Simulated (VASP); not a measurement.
A run of VASP 6.6.1 is set up as follows.

File POSCAR:

```
Pt
1.0
    2.8227735407      0.0000000000      0.0000000000
   -1.4113867703      2.4445935954      0.0000000000
    1.4113867703      0.8148645318      2.2395220924
Pt
1
Direct
    0.0000000000      0.0000000000      0.0000000000
```

Contents of INCAR.step1:

```
PREC = Accurate
ENCUT = 520
ISMEAR = 0
SIGMA = 0.1
LREAL = F
LASPH = T
NELM = 60
NBANDS = 11
ISYM = 0
GGA = PE
ALGO = Normal
EDIFF = 1E-4
LWAVE = T
LCHARG = F
```

The input INCAR.step2:

```
PREC = Accurate
ENCUT = 520
EDIFF = 1E-6
ISMEAR = 0
SIGMA = 0.1
LREAL = F
LASPH = T
NELM = 60
ALGO = Normal
ISIF = 2
LWAVE = F
LCHARG = F
METAGGA = R2SCAN
LMIXTAU = T
NBANDS = 11
ISYM = 0
ISTART = 1
```

File KPOINTS:

```
regular mesh
0
Gamma
  12 12 15
```

Potentials or basis: VASP PAW PBE potentials, release 64 (Pt).

Command:

```console
$ cat potpaw_PBE.64/Pt/POTCAR > POTCAR
$ cp INCAR.step1 INCAR
$ mpirun -np 1 vasp_std > vasp.out
$ cp INCAR.step2 INCAR
$ mpirun -np 1 vasp_std > vasp.out
```

What does it give for the band gap on the k mesh?

Zero (bands 5 and 6 overlap by 2.38 eV).

What does it give for the pressure?

-1.8 GPa.

Stress tensor (GPa, compression positive):
```
-3.03 -0.03  0.02
-0.03 -3.00  0.01
 0.02  0.01  0.53
```

Caveat: the PAW data sets were made with another functional, which shifts forces and pressure a little; spin-orbit coupling is left out, which moves the levels of the heavy elements.
